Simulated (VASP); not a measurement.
# Cd2Te3 (Pm-3m) in VASP: a series of runs

Runs on Cd2Te3. Level: PBE. Tasks: single point.

Everything below comes from runs of VASP 6.6.1. Logs are shortened: lines on timing, memory, paths and dates and some standing lists are left out, and cuts for length are marked.

## Step 1: The cell of the first run

Symmetry: Pm-3m, No. 221, cubic system. The conventional cell has a = 5.550 Å, b = 5.550 Å, c = 5.550 Å, α = 90.00°, β = 90.00°, γ = 90.00°. Within 5.2 Å of Cd (site symmetry m-3m) lie 12 Te at 3.92 Å and 8 Cd at 4.81 Å. Within 3.7 Å of Cd (site symmetry m-3m) lie 6 Te at 2.78 Å. Within 3.7 Å of Te (site symmetry 4/mmm) lie 2 Cd at 2.78 Å.

## Step 2: Single point, PBE

Input file INCAR:

```
  PREC = Accurate
  ENCUT = 520
  EDIFF = 1E-7
  ISMEAR = 0
  SIGMA = 0.1
  LREAL = F
  LASPH = T
  NELM = 60
  ALGO = Normal
  ISIF = 2
  LWAVE = F
  LCHARG = F
  GGA = PE
  NBANDS = 29
```

Input file KPOINTS:

```
Automatic mesh
0
Gamma
  4 4 4
```

Input file POSCAR:

```
Cd2Te3
1.0
    5.5500645700      0.0000000000      0.0000000000
    0.0000000000      5.5500645700      0.0000000000
    0.0000000000      0.0000000000      5.5500645700
Cd Te
2 3
Direct
    0.5000000000      0.5000000000      0.5000000000
    0.0000000000      0.0000000000      0.0000000000
    0.5000000000      0.0000000000      0.0000000000
    0.0000000000      0.5000000000      0.0000000000
    0.0000000000      0.0000000000      0.5000000000
```

Potentials or basis: VASP PAW PBE potentials, release 64 (Cd, Te).

Command:

```bash
$ cat potpaw_PBE.64/Cd/POTCAR potpaw_PBE.64/Te/POTCAR > POTCAR
$ mpirun -np 1 vasp_std > vasp.out
```

OUTCAR:

```text
PREC = Accurate
   ENCUT = 520
   EDIFF = 1E-7
   ISMEAR = 0
   LREAL = F
   LASPH = T
   NELM = 60
   ISIF = 2
   GGA = PE

 ion  position               nearest neighbor table
   1  0.500  0.500  0.500-
   2  0.000  0.000  0.000-   3 2.78   4 2.78   5 2.78   5 2.78   4 2.78   3 2.78
   3  0.500  0.000  0.000-   2 2.78   2 2.78
   4  0.000  0.500  0.000-   2 2.78   2 2.78
   5  0.000  0.000  0.500-   2 2.78   2 2.78

  LATTYP: Found a simple cubic cell.
 ALAT       =     5.5500645700

  Lattice vectors:

 A1 = (   5.5500645700,   0.0000000000,   0.0000000000)
 A2 = (   0.0000000000,   5.5500645700,   0.0000000000)
 A3 = (   0.0000000000,   0.0000000000,   5.5500645700)

Analysis of symmetry for initial positions (statically):
=====================================================================
 Subroutine PRICEL returns:
 Original cell was already a primitive cell.

 Routine SETGRP: Setting up the symmetry group for a
 simple cubic supercell.

 Subroutine GETGRP returns: Found 48 space group operations
 (whereof 48 operations were pure point group operations)
 out of a pool of 48 trial point group operations.

The static configuration has the point symmetry O_h .

Analysis of symmetry for dynamics (positions and initial velocities):
=====================================================================
 Subroutine PRICEL returns:
 Original cell was already a primitive cell.

 Routine SETGRP: Setting up the symmetry group for a
 simple cubic supercell.

 Subroutine GETGRP returns: Found 48 space group operations
 (whereof 48 operations were pure point group operations)
 out of a pool of 48 trial point group operations.

The dynamic configuration has the point symmetry O_h .

 Subroutine INISYM returns: Found 48 space group operations
 (whereof 48 operations are pure point group operations),
 and found     1 'primitive' translations

----------------------------------------------------------------------------------------

                                     Primitive cell

  volume of cell :     170.9598

  direct lattice vectors                    reciprocal lattice vectors
     5.550064570  0.000000000  0.000000000     0.180178084  0.000000000  0.000000000
[... 73 lines left out ...]
   LSORBIT =      F    spin-orbit coupling
   LASPH  =      T    aspherical Exc in radial PAW
   ENCUT  =  520.0 eV  38.22 Ry    6.18 a.u.  10.32 10.32 10.32*2*pi/ulx,y,z
   NELM   =     60;   NELMIN=  2; NELMDL= -5     # of ELM steps
   EDIFF  = 0.1E-06   stopping-criterion for ELM
   LREAL  =      F    real-space projection
   EDIFFG = 0.1E-05   stopping-criterion for IOM
   NSW    =      0    number of steps for IOM
   IBRION =     -1    ionic relax: 0-MD 1-quasi-New 2-CG
   NFREE  =      0    steps in history (QN), initial steepest desc. (CG)
   ISIF   =      2    stress and relaxation
   ISYM   =      2    0-nonsym 1-usesym 2-fastsym
   POTIM  = 0.5000    time-step for ionic-motion
   TEBEG  =    0.0;   TEEND  =   0.0 temperature during run
   PSTRESS=    0.0 pullay stress
   NELECT =      42.0000    total number of electrons
   NUPDOWN=      -1.0000    fix difference up-down
   EMIN   =  10.00;   EMAX   =-10.00  energy-range for DOS
   EFERMI =   0.00;   METHOD = LEGACY
   ISMEAR =     0;   SIGMA  =   0.10  broadening in eV -4-tet -1-fermi 0-gaus
   EFERMI_NEDOS =   21; number of points for ismear=-14 and -15
   IALGO  =     38    algorithm
   IMIX   =      4    mixing-type and parameters
     AMIX     =   0.40;   BMIX     =  1.00
     AMIX_MAG =   1.60;   BMIX_MAG =  1.00
  volume/ion in A,a.u.               =      34.19       230.74
  Fermi-wavevector in a.u.,A,eV,Ry     =   1.025321  1.937576 14.303578  1.051283
  Thomas-Fermi vector in A             =   2.159155
   LORBIT       =      0    0 simple, 1 ext, 2 COOP (PROOUT), +10 PAW based schemes
   GGA     = PE    functional components
   LHFCALC =     F    Hartree Fock is set to
   AEXX    =    0.0000 exact exchange contribution
   IVDW    =     0    specifies the selected vdW correction
   LEPSILON=     F    determine dielectric tensor
   LRPA    =     F    only Hartree local field effects (RPA)
 non-spin polarized calculation
 Gauss-broadening in eV      SIGMA  =   0.10
  energy-cutoff  :      520.00
  volume of cell :      170.96
 maximum number of plane-waves:      4636
 NGX is ok and might be reduce to    42
   NGX = 21   NGY = 21   NGZ = 21

 number of electron      42.0000018 magnetization

 Free energy of the ion-electron system (eV)
  ---------------------------------------------------
  ext. energy  EPLUGINS =         0.00000000
  ---------------------------------------------------
  free energy    TOTEN  =        -8.42813888 eV

  energy without entropy =       -8.38329912  energy(sigma->0) =       -8.40571900

 E-fermi :   2.9126     XC(G=0):  -8.9036

 val. band max:        2.8694504578   @ k =   0.2500   0.2500   0.0000
 cond. band min:       2.9273264560   @ k =   0.2500   0.2500   0.2500
 fundamental gap:      0.0578759982
 Fermi energy:         2.9126244023

 k-point     1 :       0.0000    0.0000    0.0000
  band No.  band energies     occupation
      1      -8.8006      2.00000
      2      -7.7787      2.00000
      3      -7.7787      2.00000
      4      -5.6513      2.00000
      5      -5.6513      2.00000
      6      -5.6513      2.00000
[... 309 lines left out ...]
     28       8.6985      0.00000
     29       8.6985      0.00000

------------------------ aborting loop because EDIFF is reached ----------------------------------------

  FORCE on cell =-STRESS in cart. coord.  units (eV):
  Direction    XX          YY          ZZ          XY          YZ          ZX
  --------------------------------------------------------------------------------------
  -------------------------------------------------------------------------------------
  Total        1.9932729      1.9932729      1.9932729     -0.0000000     -0.0000000      0.0000000
  in kB       18.6802736     18.6802736     18.6802736     -0.0000000     -0.0000000      0.0000000
  external PRESSURE =      18.6802736 kB  Pullay stress =       0.0000000 kB

 VOLUME and BASIS-vectors are now :
 -----------------------------------------------------------------------------
  energy-cutoff  :      520.00
  volume of cell :      170.96
      direct lattice vectors                 reciprocal lattice vectors
     5.550064570  0.000000000  0.000000000     0.180178084  0.000000000  0.000000000
     0.000000000  5.550064570  0.000000000     0.000000000  0.180178084  0.000000000
     0.000000000  0.000000000  5.550064570     0.000000000  0.000000000  0.180178084

 POSITION                                       TOTAL-FORCE (eV/Angst)
 -----------------------------------------------------------------------------------
      2.77503      2.77503      2.77503         0.000000      0.000000      0.000000
      0.00000      0.00000      0.00000         0.000000      0.000000      0.000000
      2.77503      0.00000      0.00000         0.000000      0.000000      0.000000
      0.00000      2.77503      0.00000         0.000000      0.000000      0.000000
      0.00000      0.00000      2.77503         0.000000      0.000000      0.000000
 -----------------------------------------------------------------------------------
    total drift:                                0.000000      0.000000     -0.000000

  FREE ENERGIE OF THE ION-ELECTRON SYSTEM (eV)
  ---------------------------------------------------
  free  energy   TOTEN  =        -8.4281388754 eV

  energy  without entropy=       -8.3832991248  energy(sigma->0) =       -8.40571900
```

stdout:

```text
POSCAR found type information on POSCAR CdTe
 POSCAR found :  2 types and       5 ions
 scaLAPACK will be used
 LDA part: xc-table for (Slater+PW92), standard interpolation
 POSCAR, INCAR and KPOINTS ok, starting setup
 FFT: planning ... GRIDC
 FFT: planning ... GRID_SOFT
 FFT: planning ... GRID
 WAVECAR not read
 entering main loop
```

Run time: 28 s. Hardware: 1 thread of AMD EPYC 9R45 (Zen 5), shared host; peak memory 0.23 GiB.

Results:

```
Free energy            : -8.4281 eV
Pressure               : 1.9 GPa
Band gap on the k mesh : zero (band 21 reaches 3.70 eV, above the bottom of band 22 at 2.66 eV)
```

Levels at points of the mesh, in eV from the Fermi level:
```tsv
k point	band 17	band 18	band 19	band 20	band 21	band 22	band 23	band 24	band 25	band 26
(0.00, 0.00, 0.00)	-1.66	-0.57	-0.57	-0.57	-0.19	-0.19	-0.19	0.42	5.10	5.10
(0.50, 0.00, 0.00)	-2.81	-1.26	-1.26	-0.96	-0.20	-0.20	0.64	2.58	4.29	4.47
(0.50, 0.50, 0.00)	-1.56	-1.56	-1.03	-1.03	0.27	0.77	0.86	3.15	4.19	4.19
(0.50, 0.50, 0.50)	-2.80	-1.52	0.78	0.78	0.78	0.91	0.91	4.30	4.30	4.30
```

Caveat: spin-orbit coupling is left out, which moves the levels of the heavy elements.

[end of part 1 of 2]
